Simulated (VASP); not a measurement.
# MgO (P-6m2) in VASP: settings compared

MgO is run at these levels: LDA, PBEsol; tasks: single point.

Everything below comes from runs of VASP 6.6.1. Logs are shortened: lines on timing, memory, paths and dates and some standing lists are left out, and cuts for length are marked.

**1. The cell of the first run**

Symmetry: P-6m2, No. 187, hexagonal system. The conventional cell has a = 2.938 Å, b = 2.938 Å, c = 2.680 Å, α = 90.00°, β = 90.00°, γ = 120.00°. Within 2.9 Å of Mg (site symmetry -6m2) lie 6 O at 2.16 Å and 2 Mg at 2.68 Å. O (site symmetry -6m2) has 6 Mg at 2.16 Å and 2 O at 2.68 Å within 2.9 Å.

**2. Single point, LDA**

INCAR

```
PREC = Accurate ; ENCUT = 520
EDIFF = 1E-6 ; ISMEAR = -1
SIGMA = 0.05 ; LREAL = False
LASPH = True ; NELM = 60
ALGO = Normal ; ISIF = 2
LWAVE = False ; LCHARG = True
LELF = True ; LVHAR = True
NBANDS = 11
```

KPOINTS

```
Automatic mesh
0
Gamma
  10 10 10
```

POSCAR

```
MgO
1.0
    2.9380209034      0.0000000000      0.0000000000
   -1.4690104517      2.5444007392      0.0000000000
    0.0000000000      0.0000000000      2.6796800000
Mg O
1 1
Direct
    0.0000000000      0.0000000000      0.0000000000
    0.3333333333      0.6666666667      0.5000000000
```

Potentials or basis: VASP PAW LDA potentials, release 64 (Mg, O).

Command:

```sh
$ cat potpaw_LDA.64/Mg/POTCAR potpaw_LDA.64/O/POTCAR > POTCAR
$ mpirun -np 1 vasp_std > vasp.out
```

OUTCAR:

```text
PREC = Accurate
   ENCUT = 520
   EDIFF = 1E-6
   ISMEAR = -1
   LREAL = False
   LASPH = True
   NELM = 60
   ISIF = 2

 ion  position               nearest neighbor table
   1  0.000  0.000  0.000-   2 2.16   2 2.16   2 2.16   2 2.16   2 2.16   2 2.16
   2  0.333  0.667  0.500-   1 2.16   1 2.16   1 2.16   1 2.16   1 2.16   1 2.16

  LATTYP: Found a hexagonal cell.
 ALAT       =     2.9380209034
 C/A-ratio  =     0.9120697531

  Lattice vectors:

 A1 = (   2.9380209034,   0.0000000000,   0.0000000000)
 A2 = (  -1.4690104517,   2.5444007392,   0.0000000000)
 A3 = (   0.0000000000,   0.0000000000,   2.6796800000)

Analysis of symmetry for initial positions (statically):
=====================================================================
 Subroutine PRICEL returns:
 Original cell was already a primitive cell.

 Routine SETGRP: Setting up the symmetry group for a
 hexagonal supercell.

 Subroutine GETGRP returns: Found 12 space group operations
 (whereof 12 operations were pure point group operations)
 out of a pool of 24 trial point group operations.

The static configuration has the point symmetry D_3h.

Analysis of symmetry for dynamics (positions and initial velocities):
=====================================================================
 Subroutine PRICEL returns:
 Original cell was already a primitive cell.

 Routine SETGRP: Setting up the symmetry group for a
 hexagonal supercell.

 Subroutine GETGRP returns: Found 12 space group operations
 (whereof 12 operations were pure point group operations)
 out of a pool of 24 trial point group operations.

The dynamic configuration has the point symmetry D_3h.

 Subroutine INISYM returns: Found 12 space group operations
 (whereof 12 operations are pure point group operations),
 and found     1 'primitive' translations

----------------------------------------------------------------------------------------

                                     Primitive cell

  volume of cell :      20.0320

  direct lattice vectors                    reciprocal lattice vectors
     2.938020903  0.000000000  0.000000000     0.340365175  0.196509926  0.000000000
    -1.469010452  2.544400739  0.000000000     0.000000000  0.393019851  0.000000000
     0.000000000  0.000000000  2.679680000     0.000000000  0.000000000  0.373178887

  length of vectors
     2.938020903  2.938020903  2.679680000     0.393019851  0.393019851  0.373178887

[... 80 lines left out ...]
   EDIFF  = 0.1E-05   stopping-criterion for ELM
   LREAL  =      F    real-space projection
   EDIFFG = 0.1E-04   stopping-criterion for IOM
   NSW    =      0    number of steps for IOM
   IBRION =     -1    ionic relax: 0-MD 1-quasi-New 2-CG
   NFREE  =      0    steps in history (QN), initial steepest desc. (CG)
   ISIF   =      2    stress and relaxation
   ISYM   =      2    0-nonsym 1-usesym 2-fastsym
   POTIM  = 0.5000    time-step for ionic-motion
   TEBEG  =    0.0;   TEEND  =   0.0 temperature during run
   PSTRESS=    0.0 pullay stress
   NELECT =       8.0000    total number of electrons
   NUPDOWN=      -1.0000    fix difference up-down
   EMIN   =  10.00;   EMAX   =-10.00  energy-range for DOS
   EFERMI =   0.00;   METHOD = LEGACY
   ISMEAR =    -1;   SIGMA  =   0.05  broadening in eV -4-tet -1-fermi 0-gaus
   EFERMI_NEDOS =   21; number of points for ismear=-14 and -15
   IALGO  =     38    algorithm
   IMIX   =      4    mixing-type and parameters
     AMIX     =   0.40;   BMIX     =  1.00
     AMIX_MAG =   1.60;   BMIX_MAG =  1.00
  volume/ion in A,a.u.               =      10.02        67.59
  Fermi-wavevector in a.u.,A,eV,Ry     =   1.205583  2.278221 19.775115  1.453430
  Thomas-Fermi vector in A             =   2.341275
   LORBIT       =      0    0 simple, 1 ext, 2 COOP (PROOUT), +10 PAW based schemes
   GGA     = CA    functional components
   LHFCALC =     F    Hartree Fock is set to
   AEXX    =    0.0000 exact exchange contribution
   IVDW    =     0    specifies the selected vdW correction
   LEPSILON=     F    determine dielectric tensor
   LRPA    =     F    only Hartree local field effects (RPA)
 non-spin polarized calculation
  energy-cutoff  :      520.00
  volume of cell :       20.03
 maximum number of plane-waves:       562
 NGX is ok and might be reduce to    24
   NGX = 11   NGY = 11   NGZ =  9

 number of electron       7.9999996 magnetization

 Free energy of the ion-electron system (eV)
  ---------------------------------------------------
  ext. energy  EPLUGINS =         0.00000000
  ---------------------------------------------------
  free energy    TOTEN  =       -12.67586712 eV

  energy without entropy =      -12.67586712  energy(sigma->0) =      -12.67586712

 E-fermi :   4.0324     XC(G=0): -11.2317

 val. band max:        2.9809549662   @ k =   0.3000   0.3000   0.0000
 cond. band min:       5.9331180100   @ k =   0.0000   0.0000   0.0000
 fundamental gap:      2.9521630438
 Fermi energy:         4.0323832048

 k-point     1 :       0.0000    0.0000    0.0000
  band No.  band energies     occupation
      1     -14.1747      2.00000
      2       2.3829      2.00000
      3       2.3829      2.00000
      4       2.5797      2.00000
      5       5.9331      0.00000
      6      14.6161      0.00000
      7      18.2820      0.00000
      8      18.2820      0.00000
      9      22.6216      0.00000
     10      23.5514      0.00000
     11      25.1488      0.00000
[... 309 lines left out ...]
 k-point    24 :       0.4000    0.1000    0.1000
  band No.  band energies     occupation
      1     -13.0231      2.00000
      2      -1.6561      2.00000
      3       1.3427      2.00000
      4       2.4916      2.00000
      5       9.9406      0.00000
      6      13.2346      0.00000
      7      16.2245      0.00000
      8      19.9597      0.00000
      9      20.6279      0.00000
     10      25.2138      0.00000
     11      26.4944      0.00000

 [... further k-points ...]
[... 5 lines left out ...]
  --------------------------------------------------------------------------------------
  -------------------------------------------------------------------------------------
  Total       -1.3050386     -1.3050386     -1.5033454      0.0000000      0.0000000      0.0000000
  in kB     -104.3783918   -104.3783918   -120.2391829      0.0000000      0.0000000      0.0000000
  external PRESSURE =    -109.6653222 kB  Pullay stress =       0.0000000 kB

 VOLUME and BASIS-vectors are now :
 -----------------------------------------------------------------------------
  energy-cutoff  :      520.00
  volume of cell :       20.03
      direct lattice vectors                 reciprocal lattice vectors
     2.938020903  0.000000000  0.000000000     0.340365175  0.196509926  0.000000000
    -1.469010452  2.544400739  0.000000000     0.000000000  0.393019851  0.000000000
     0.000000000  0.000000000  2.679680000     0.000000000  0.000000000  0.373178887

 POSITION                                       TOTAL-FORCE (eV/Angst)
 -----------------------------------------------------------------------------------
      0.00000      0.00000      0.00000         0.000000     -0.000000      0.000000
     -0.00000      1.69627      1.33984        -0.000000      0.000000      0.000000
 -----------------------------------------------------------------------------------
    total drift:                                0.000000     -0.000000     -0.000000

  FREE ENERGIE OF THE ION-ELECTRON SYSTEM (eV)
  ---------------------------------------------------
  free  energy   TOTEN  =       -12.6758671212 eV

  energy  without entropy=      -12.6758671212  energy(sigma->0) =      -12.67586712
```

It took 33 s on 1 thread of Intel Xeon 8259CL, shared host; peak memory 0.14 GiB.

What came out:

```
Free energy            : -12.6759 eV
Pressure               : -11.0 GPa
Band gap on the k mesh : 2.95 eV, indirect (least direct gap 3.35 eV)
```

**3. Single point, PBEsol (volume scaled by 0.98)**

INCAR

```
SYSTEM = MgO
PREC = Accurate
ENCUT = 520
EDIFF = 1E-6
ISMEAR = -1
SIGMA = 0.05
LREAL = .FALSE.
LASPH = .TRUE.
NELM = 60
ALGO = Normal
ISIF = 2
LWAVE = .FALSE.
LCHARG = .FALSE.
GGA = PS
NBANDS = 11
```

KPOINTS

```
Automatic mesh
0
G
  10 10 10
  0 0 0
```

POSCAR

```
MgO
1.0
    2.9183020482      0.0000000000      0.0000000000
   -1.4591510241      2.5273237096      0.0000000000
    0.0000000000      0.0000000000      2.6616950286
Mg O
1 1
Direct
    0.0000000000      0.0000000000      0.0000000000
    0.3333333333      0.6666666667      0.5000000000
```

Potentials or basis: VASP PAW PBE potentials, release 64 (Mg, O).

Command:

```sh
$ cat potpaw_PBE.64/Mg/POTCAR potpaw_PBE.64/O/POTCAR > POTCAR
$ mpirun -np 1 vasp_std > vasp.out
```

OUTCAR:

```text
SYSTEM = MgO
   PREC = Accurate
   ENCUT = 520
   EDIFF = 1E-6
   ISMEAR = -1
   LREAL = .FALSE.
   LASPH = .TRUE.
   NELM = 60
   ISIF = 2
   GGA = PS

 ion  position               nearest neighbor table
   1  0.000  0.000  0.000-   2 2.15   2 2.15   2 2.15   2 2.15   2 2.15   2 2.15
   2  0.333  0.667  0.500-   1 2.15   1 2.15   1 2.15   1 2.15   1 2.15   1 2.15

  LATTYP: Found a hexagonal cell.
 ALAT       =     2.9183020482
 C/A-ratio  =     0.9120697531

  Lattice vectors:

 A1 = (   2.9183020482,   0.0000000000,   0.0000000000)
 A2 = (  -1.4591510241,   2.5273237096,   0.0000000000)
 A3 = (   0.0000000000,   0.0000000000,   2.6616950286)

Analysis of symmetry for initial positions (statically):
=====================================================================
 Subroutine PRICEL returns:
 Original cell was already a primitive cell.

 Routine SETGRP: Setting up the symmetry group for a
 hexagonal supercell.

 Subroutine GETGRP returns: Found 12 space group operations
 (whereof 12 operations were pure point group operations)
 out of a pool of 24 trial point group operations.

The static configuration has the point symmetry D_3h.

Analysis of symmetry for dynamics (positions and initial velocities):
=====================================================================
 Subroutine PRICEL returns:
 Original cell was already a primitive cell.

 Routine SETGRP: Setting up the symmetry group for a
 hexagonal supercell.

 Subroutine GETGRP returns: Found 12 space group operations
 (whereof 12 operations were pure point group operations)
 out of a pool of 24 trial point group operations.

The dynamic configuration has the point symmetry D_3h.

 Subroutine INISYM returns: Found 12 space group operations
 (whereof 12 operations are pure point group operations),
 and found     1 'primitive' translations

[... 115 lines left out ...]
  volume/ion in A,a.u.               =       9.82        66.24
  Fermi-wavevector in a.u.,A,eV,Ry     =   1.213729  2.293615 20.043257  1.473138
  Thomas-Fermi vector in A             =   2.349172
   LORBIT       =      0    0 simple, 1 ext, 2 COOP (PROOUT), +10 PAW based schemes
   GGA     = PS    functional components
   LHFCALC =     F    Hartree Fock is set to
   AEXX    =    0.0000 exact exchange contribution
   IVDW    =     0    specifies the selected vdW correction
   LEPSILON=     F    determine dielectric tensor
   LRPA    =     F    only Hartree local field effects (RPA)
 non-spin polarized calculation
  energy-cutoff  :      520.00
  volume of cell :       19.63
 maximum number of plane-waves:       549
 NGX is ok and might be reduce to    24
   NGX = 11   NGY = 11   NGZ =  9

 number of electron       7.9999994 magnetization

 Free energy of the ion-electron system (eV)
  ---------------------------------------------------
  ext. energy  EPLUGINS =         0.00000000
  ---------------------------------------------------
  free energy    TOTEN  =       -11.82356879 eV

  energy without entropy =      -11.82356879  energy(sigma->0) =      -11.82356879

 E-fermi :   4.4503     XC(G=0): -11.0491

 val. band max:        3.3310878350   @ k =   0.3000   0.3000   0.0000
 cond. band min:       6.4093097738   @ k =   0.0000   0.0000   0.0000
 fundamental gap:      3.0782219388
 Fermi energy:         4.4503446951

 k-point     1 :       0.0000    0.0000    0.0000
  band No.  band energies     occupation
      1     -14.1422      2.00000
      2       2.7154      2.00000
      3       2.7154      2.00000
      4       2.9279      2.00000
      5       6.4093      0.00000
      6      15.0964      0.00000
      7      18.9542      0.00000
      8      18.9542      0.00000
      9      23.2146      0.00000
     10      24.4150      0.00000
     11      26.0188      0.00000
[... 309 lines left out ...]
 k-point    24 :       0.4000    0.1000    0.1000
  band No.  band energies     occupation
      1     -12.9774      2.00000
      2      -1.3870      2.00000
      3       1.6596      2.00000
      4       2.8323      2.00000
      5      10.4128      0.00000
      6      13.9249      0.00000
      7      16.8224      0.00000
      8      20.6996      0.00000
      9      21.3459      0.00000
     10      26.0183      0.00000
     11      27.3085      0.00000

 [... further k-points ...]
[... 5 lines left out ...]
  --------------------------------------------------------------------------------------
  -------------------------------------------------------------------------------------
  Total       -0.2131013     -0.2131013     -0.1594810      0.0000000      0.0000000      0.0000000
  in kB      -17.3919067    -17.3919067    -13.0157751      0.0000000      0.0000000      0.0000000
  external PRESSURE =     -15.9331962 kB  Pullay stress =       0.0000000 kB

 VOLUME and BASIS-vectors are now :
 -----------------------------------------------------------------------------
  energy-cutoff  :      520.00
  volume of cell :       19.63
      direct lattice vectors                 reciprocal lattice vectors
     2.918302048  0.000000000  0.000000000     0.342665010  0.197837736  0.000000000
    -1.459151024  2.527323710  0.000000000     0.000000000  0.395675471  0.000000000
     0.000000000  0.000000000  2.661695029     0.000000000  0.000000000  0.375700442

 POSITION                                       TOTAL-FORCE (eV/Angst)
 -----------------------------------------------------------------------------------
      0.00000      0.00000      0.00000         0.000000     -0.000000      0.000000
     -0.00000      1.68488      1.33085        -0.000000      0.000000      0.000000
 -----------------------------------------------------------------------------------
    total drift:                                0.000000     -0.000000     -0.000000

  FREE ENERGIE OF THE ION-ELECTRON SYSTEM (eV)
  ---------------------------------------------------
  free  energy   TOTEN  =       -11.8235687906 eV

  energy  without entropy=      -11.8235687906  energy(sigma->0) =      -11.82356879
```

OSZICAR:

```text
N       E                     dE             d eps       ncg     rms          rms(c)
DAV:   1     0.148438393992E+02    0.14844E+02   -0.45070E+03  2096   0.639E+02
DAV:   2    -0.127798699607E+02   -0.27624E+02   -0.26581E+02  2162   0.135E+02
DAV:   3    -0.133916580160E+02   -0.61179E+00   -0.61138E+00  2216   0.179E+01
DAV:   4    -0.133931306599E+02   -0.14726E-02   -0.14726E-02  2051   0.102E+00
DAV:   5    -0.133931357771E+02   -0.51172E-05   -0.51171E-05  2191   0.577E-02    0.683E+00
DAV:   6    -0.118892578689E+02    0.15039E+01   -0.84918E+00  1884   0.155E+01    0.233E+00
DAV:   7    -0.118479986141E+02    0.41259E-01   -0.67469E-02  2030   0.229E+00    0.135E+00
DAV:   8    -0.118239726392E+02    0.24026E-01   -0.35420E-02  1905   0.196E+00    0.246E-01
DAV:   9    -0.118237142132E+02    0.25843E-03   -0.24511E-04  2208   0.115E-01    0.182E-01
DAV:  10    -0.118235692801E+02    0.14493E-03   -0.58937E-04  1956   0.195E-01    0.136E-02
DAV:  11    -0.118235680333E+02    0.12468E-05   -0.13131E-05  2088   0.221E-02    0.509E-03
DAV:  12    -0.118235687906E+02   -0.75729E-06   -0.70933E-07  1095   0.645E-03
   1 F= -.11823569E+02 E0= -.11823569E+02  d E =-.123258E-10
```

It took 36 s on 1 thread of Intel Xeon 8259CL, shared host; peak memory 0.15 GiB.

What came out:

```yaml
Free_energy: -11.8236 eV
Pressure: -1.6 GPa
Band_gap_on_the_k_mesh: 3.08 eV, indirect (least direct gap 3.48 eV)
```

Caveat: the PAW data sets were made with another functional, which shifts forces and pressure a little.

[end of part 1 of 2]
